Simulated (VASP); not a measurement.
# Mn in VASP: a series of runs

Mn is run at these levels: LDA; tasks: single point.

All numbers are computed with VASP 6.6.1; they aren't measurements. Logs are shortened: lines on timing, memory, paths and dates and some standing lists are left out, and cuts for length are marked.

## 1. The cell of the first run

The typed cell holds 2 atoms: a = 2.462 Å, b = 2.462 Å, c = 3.976 Å, α = 90.00°, β = 90.00°, γ = 120.00°.

This isn't the form of Mn at room conditions, which is a 58-atom cubic cell.

## 2. Single point, LDA, collinear spin, antiferromagnetic start (10.44 Å³/atom)

File INCAR:

```
SYSTEM = Mn
PREC = Accurate ; ENCUT = 520
EDIFF = 1E-6 ; ISMEAR = -1
SIGMA = 0.05 ; LREAL = .FALSE.
LASPH = .TRUE. ; NELM = 150
ALGO = Normal ; ISIF = 2
LWAVE = .FALSE. ; LCHARG = .FALSE.
ISPIN = 2 ; MAGMOM = 3 -3
LORBIT = 11 ; LMAXMIX = 4
NBANDS = 24
```

File KPOINTS:

```
Automatic mesh
0
G
  17 17 9
  0 0 0
```

File POSCAR:

```
Mn
1.0
   -1.3605783627      1.6553589575      1.2134711739
    1.6553589575     -1.3605783627      1.2134711739
    2.7710240502      2.7710240502     -0.6735799746
Mn
2
Direct
    0.0416646786      0.9583353214      0.0000000000
    0.7083353214      0.2916646786      0.5000000000
```

Potentials or basis: VASP PAW LDA potentials, release 64 (Mn_pv).

On the command line:

```console
cat potpaw_LDA.64/Mn_pv/POTCAR > POTCAR
mpirun -np 1 vasp_std > vasp.out
```

OUTCAR:

```text
SYSTEM = Mn
   PREC = Accurate
   ENCUT = 520
   EDIFF = 1E-6
   ISMEAR = -1
   LREAL = .FALSE.
   LASPH = .TRUE.
   NELM = 150
   ISIF = 2
   ISPIN = 2
   LORBIT = 11

 ion  position               nearest neighbor table
   1  0.042  0.958  0.000-   2 2.44   2 2.44   2 2.44   2 2.44   2 2.44   2 2.44
   2  0.708  0.292  0.500-   1 2.44   1 2.44   1 2.44   1 2.44   1 2.44   1 2.44

  LATTYP: Found a base centered monoclinic cell.
 ALAT       =     2.4624866208
 B/A-ratio  =     1.7320619838
 C/A-ratio  =     1.6147446235
 COS(beta)  =    -0.0001073915

  Lattice vectors:

 A1 = (  -1.3605783627,   1.6553589575,   1.2134711739)
 A2 = (   1.6553589575,  -1.3605783627,   1.2134711739)
 A3 = (   2.7710240502,   2.7710240502,  -0.6735799746)

Analysis of symmetry for initial positions (statically):
=====================================================================
 Subroutine PRICEL returns:
 Original cell was already a primitive cell.

 Routine SETGRP: Setting up the symmetry group for a
 base centered monoclinic supercell.

 Subroutine GETGRP returns: Found  4 space group operations
 (whereof  2 operations were pure point group operations)
 out of a pool of  4 trial point group operations.

The static configuration has the point symmetry C_2 .
 The point group associated with its full space group is C_2h.

Analysis of symmetry for dynamics (positions and initial velocities):
=====================================================================
 Subroutine PRICEL returns:
 Original cell was already a primitive cell.

 Routine SETGRP: Setting up the symmetry group for a
 base centered monoclinic supercell.

 Subroutine GETGRP returns: Found  4 space group operations
 (whereof  2 operations were pure point group operations)
 out of a pool of  4 trial point group operations.

The dynamic configuration has the point symmetry C_2 .
 The point group associated with its full space group is C_2h.

Analysis of structural, dynamic, and magnetic symmetry:
=====================================================================
 Subroutine PRICEL returns:
 Original cell was already a primitive cell.

 Routine SETGRP: Setting up the symmetry group for a
 base centered monoclinic supercell.

 Subroutine GETGRP returns: Found  4 space group operations
 (whereof  2 operations were pure point group operations)
 out of a pool of  4 trial point group operations.

The overall configuration has the point symmetry C_2 .
 The point group associated with its full space group is C_2h.

 Subroutine INISYM returns: Found  4 space group operations
 (whereof  2 operations are pure point group operations),
 and found     1 'primitive' translations

----------------------------------------------------------------------------------------

                                     Primitive cell

  volume of cell :      20.8814

  direct lattice vectors                    reciprocal lattice vectors
    -1.360578363  1.655358958  1.213471174    -0.117142691  0.214429187  0.400224517
     1.655358958 -1.360578363  1.213471174     0.214429187 -0.117142691  0.400224517
     2.771024050  2.771024050 -0.673579975     0.175264056  0.175264056 -0.042575748

  length of vectors
     2.462498538  2.462498538  3.976287031     0.468915718  0.468915718  0.251490900

  position of ions in fractional coordinates (direct lattice)
     0.041664679  0.958335321  0.000000000
     0.708335321  0.291664679  0.500000000

  ion indices of the primitive-cell ions
   primitive index   ion index
                 1           1
                 2           2

----------------------------------------------------------------------------------------

 KPOINTS: Automatic mesh

Automatic generation of k-mesh.
 Grid dimensions read from file:
 generate k-points for:   17   17    9

 Generating k-lattice:

  Cartesian coordinates                     Fractional coordinates (reciprocal lattice)
    -0.006890747  0.012613482  0.023542619     0.058823529  0.000000000  0.000000000
     0.012613482 -0.006890747  0.023542619     0.000000000  0.058823529  0.000000000
     0.019473784  0.019473784 -0.004730639     0.000000000  0.000000000  0.111111111

  Length of vectors
     0.027583278  0.027583278  0.027943433

  Shift w.r.t. Gamma in fractional coordinates (k-lattice)
     0.000000000  0.000000000  0.000000000

 Subroutine IBZKPT returns following result:
 ===========================================

 Found    693 irreducible k-points:

 Following reciprocal coordinates:
            Coordinates               Weight
  0.000000  0.000000  0.000000      1.000000
  0.058824  0.000000  0.000000      4.000000
  0.117647  0.000000  0.000000      4.000000
  0.176471  0.000000  0.000000      4.000000
  0.235294  0.000000  0.000000      4.000000
  0.294118  0.000000 -0.000000      4.000000
[... 16 lines left out ...]
 -0.176471  0.058824  0.000000      4.000000
 -0.117647  0.058824  0.000000      4.000000
 [... further k-points ...]
   k-points           NKPTS =    693   k-points in BZ     NKDIM =    693   number of bands    NBANDS=     24
   number of dos      NEDOS =    301   number of ions     NIONS =      2
   total plane-waves  NPLWV =   9720
   dimension x,y,z NGX =    18 NGY =   18 NGZ =   30
   dimension x,y,z NGXF=    36 NGYF=   36 NGZF=   60
   ions per type =               2
   NGX,Y,Z   is equivalent  to a cutoff of  12.15, 12.15, 12.54 a.u.
   NGXF,Y,Z  is equivalent  to a cutoff of  24.30, 24.30, 25.09 a.u.
 SYSTEM =  Mn
   PREC   = accura    normal or accurate (medium, high low for compatibility)
   ISTART =      0    job   : 0-new  1-cont  2-samecut
   ICHARG =      2    charge: 1-file 2-atom 10-const
   ISPIN  =      2    spin polarized calculation?
   LNONCOLLINEAR =      F non collinear calculations
   LSORBIT =      F    spin-orbit coupling
   LASPH  =      T    aspherical Exc in radial PAW
   ENCUT  =  520.0 eV  38.22 Ry    6.18 a.u.   4.58  4.58  7.39*2*pi/ulx,y,z
   NELM   =    150;   NELMIN=  2; NELMDL= -5     # of ELM steps
   EDIFF  = 0.1E-05   stopping-criterion for ELM
   LREAL  =      F    real-space projection
   EDIFFG = 0.1E-04   stopping-criterion for IOM
   NSW    =      0    number of steps for IOM
   IBRION =     -1    ionic relax: 0-MD 1-quasi-New 2-CG
   NFREE  =      0    steps in history (QN), initial steepest desc. (CG)
   ISIF   =      2    stress and relaxation
   ISYM   =      2    0-nonsym 1-usesym 2-fastsym
   POTIM  = 0.5000    time-step for ionic-motion
   TEBEG  =    0.0;   TEEND  =   0.0 temperature during run
   PSTRESS=    0.0 pullay stress
   NELECT =      26.0000    total number of electrons
   NUPDOWN=      -1.0000    fix difference up-down
   EMIN   =  10.00;   EMAX   =-10.00  energy-range for DOS
   EFERMI =   0.00;   METHOD = LEGACY
   ISMEAR =    -1;   SIGMA  =   0.05  broadening in eV -4-tet -1-fermi 0-gaus
   EFERMI_NEDOS =   21; number of points for ismear=-14 and -15
   IALGO  =     38    algorithm
   IMIX   =      4    mixing-type and parameters
     AMIX     =   0.40;   BMIX     =  1.00
     AMIX_MAG =   1.60;   BMIX_MAG =  1.00
  volume/ion in A,a.u.               =      10.44        70.46
  Fermi-wavevector in a.u.,A,eV,Ry     =   1.761217  3.328218 42.203732  3.101887
  Thomas-Fermi vector in A             =   2.829830
   LORBIT       =     11    0 simple, 1 ext, 2 COOP (PROOUT), +10 PAW based schemes
   GGA     = CA    functional components
   LHFCALC =     F    Hartree Fock is set to
   AEXX    =    0.0000 exact exchange contribution
   IVDW    =     0    specifies the selected vdW correction
   LEPSILON=     F    determine dielectric tensor
   LRPA    =     F    only Hartree local field effects (RPA)
 spin polarized calculation
  energy-cutoff  :      520.00
  volume of cell :       20.88
 maximum number of plane-waves:       580
   NGX =  9   NGY =  9   NGZ = 15

 number of electron      26.0000002 magnetization       0.0000000

 number of electron      26.0000002 magnetization      -0.0000000

 Free energy of the ion-electron system (eV)
  ---------------------------------------------------
  ext. energy  EPLUGINS =         0.00000000
  ---------------------------------------------------
  free energy    TOTEN  =       -20.28488986 eV

  energy without entropy =      -20.26330954  energy(sigma->0) =      -20.27409970

 E-fermi :  10.5709     XC(G=0): -14.5460

 val. band max:       10.5702332334   @ k =  -0.1176  -0.0000   0.1111
 cond. band min:      10.5823357390   @ k =  -0.0588   0.2353   0.1111
 fundamental gap:      0.0121025055
 Fermi energy:        10.5708763916

 spin component 1

 k-point     1 :       0.0000    0.0000    0.0000
  band No.  band energies     occupation
      1     -37.3343      1.00000
      2     -36.5882      1.00000
      3     -36.5882      1.00000
      4     -36.4693      1.00000
      5     -36.4693      1.00000
      6     -36.4522      1.00000
[... 16 lines left out ...]
     23      37.4097      0.00000
     24      37.4100      0.00000
[... 598 lines left out ...]
      2     -36.6486      1.00000
      3     -36.6127      1.00000
      4     -36.5308      1.00000
      5     -36.4803      1.00000
      6     -36.4633      1.00000
[... 16 lines left out ...]
     23      35.5005      0.00000
     24      36.3290      0.00000

 [... further k-points ...]

 spin component 2

 k-point     1 :       0.0000    0.0000    0.0000
  band No.  band energies     occupation
      1     -37.3343      1.00000
      2     -36.5882      1.00000
      3     -36.5882      1.00000
      4     -36.4693      1.00000
      5     -36.4693      1.00000
      6     -36.4522      1.00000
[... 16 lines left out ...]
     23      37.4097      0.00000
     24      37.4100      0.00000
[... 598 lines left out ...]
      2     -36.6486      1.00000
      3     -36.6127      1.00000
      4     -36.5308      1.00000
      5     -36.4803      1.00000
      6     -36.4633      1.00000
[... 16 lines left out ...]
     23      35.5005      0.00000
     24      36.3290      0.00000

 [... further k-points ...]

------------------------ aborting loop because EDIFF is reached ----------------------------------------

  FORCE on cell =-STRESS in cart. coord.  units (eV):
  Direction    XX          YY          ZZ          XY          YZ          ZX
  --------------------------------------------------------------------------------------
  -------------------------------------------------------------------------------------
  Total       -1.5106113     -1.5106113     -1.4854566     -0.0260130      0.0076450      0.0076451
  in kB     -115.9055945   -115.9055945   -113.9755309     -1.9959136      0.5865834      0.5865868
  external PRESSURE =    -115.2622400 kB  Pullay stress =       0.0000000 kB

 VOLUME and BASIS-vectors are now :
 -----------------------------------------------------------------------------
  energy-cutoff  :      520.00
  volume of cell :       20.88
      direct lattice vectors                 reciprocal lattice vectors
    -1.360578363  1.655358958  1.213471174    -0.117142691  0.214429187  0.400224517
     1.655358958 -1.360578363  1.213471174     0.214429187 -0.117142691  0.400224517
     2.771024050  2.771024050 -0.673579975     0.175264056  0.175264056 -0.042575748

 POSITION                                       TOTAL-FORCE (eV/Angst)
 -----------------------------------------------------------------------------------
      1.52970     -1.23492      1.21347        -0.000013      0.000013     -0.000000
      0.90458      2.16123      0.87668         0.000013     -0.000013      0.000000
 -----------------------------------------------------------------------------------
    total drift:                               -0.000000     -0.000000      0.000000

  FREE ENERGIE OF THE ION-ELECTRON SYSTEM (eV)
  ---------------------------------------------------
  free  energy   TOTEN  =       -20.2848898570 eV

  energy  without entropy=      -20.2633095420  energy(sigma->0) =      -20.27409970

 total charge

# of ion       s       p       d       tot
------------------------------------------
    1        0.438   6.414   5.205  12.057
    2        0.438   6.414   5.205  12.057
--------------------------------------------------
tot          0.876  12.829  10.409  24.115

 magnetization (x)

# of ion       s       p       d       tot
------------------------------------------
    1        0.000   0.000   0.001   0.001
    2       -0.000  -0.000  -0.001  -0.001
--------------------------------------------------
tot          0.000   0.000   0.000   0.000
```

It took 14 min on 1 thread of Oxide Virtual Turin-like, shared host; peak memory 0.47 GiB.

What came out:

- Free energy: -20.2849 eV
- Pressure: -11.5 GPa
- Band gap on the k mesh: zero (filled and empty bands overlap)
- Net moment: 0.00 μB per cell
- Valence electrons inside the program's atomic spheres: Mn 12.06

Caveat: the cell stands under tension.

## 3. Single point, LDA, collinear spin, antiferromagnetic start (10.04 Å³/atom)

This run uses another cell than the first one, of 10.04 Å³/atom.

File INCAR:

```
SYSTEM = Mn
  ALGO = Normal
  EDIFF = 1E-6
  ENCUT = 520
  ISIF = 2
  ISMEAR = -1
  ISPIN = 2
  LASPH = .True.
  LCHARG = .False.
  LMAXMIX = 4
  LORBIT = 11
  LREAL = .False.
  LWAVE = .False.
  MAGMOM = 3 -3
  NBANDS = 24
  NELM = 150
  PREC = Accurate
  SIGMA = 0.05
```

File KPOINTS:

```
k-points
0
Gamma
  17 17 9
  0 0 0
```

File POSCAR:

```
Mn
1.0
   -1.3429065136      1.6338583556      1.1977100240
    1.6338583556     -1.3429065136      1.1977100240
    2.7350326511      2.7350326511     -0.6648311925
Mn
2
Direct
    0.0416646786      0.9583353214      0.0000000000
    0.7083353214      0.2916646786      0.5000000000
```

Potentials or basis: VASP PAW LDA potentials, release 64 (Mn_pv).

On the command line:

```console
cat potpaw_LDA.64/Mn_pv/POTCAR > POTCAR
mpirun -np 1 vasp_std > vasp.out
```

Run time: 14 min. Hardware: 1 thread of Oxide Virtual Turin-like, shared host; peak memory 0.46 GiB.

It converged, with:

| Quantity | Value |
| --- | --- |
| Free energy | -20.3133 eV |
| Pressure | 0.5 GPa |
| Band gap on the k mesh | zero (filled and empty bands overlap) |
| Net moment | 0.00 μB per cell |
| Valence electrons inside the program's atomic spheres | Mn 12.14 |

Stress tensor (GPa, compression positive):
```
 0.47 -0.22  0.06
-0.22  0.47  0.06
 0.06  0.06  0.67
```

Levels at points of the mesh, in eV from the Fermi level:
Spin up:
| k point | band 11 | band 12 | band 13 | band 14 | band 15 | band 16 |
| --- | --- | --- | --- | --- | --- | --- |
| (0.00, 0.00, 0.00) | -1.06 | -0.54 | -0.54 | 0.03 | 0.03 | 0.98 |
Spin down:
```csv
k point,band 11,band 12,band 13,band 14,band 15,band 16
"(0.00, 0.00, 0.00)",-1.06,-0.54,-0.54,0.03,0.03,0.98
```

[end of part 1 of 2]
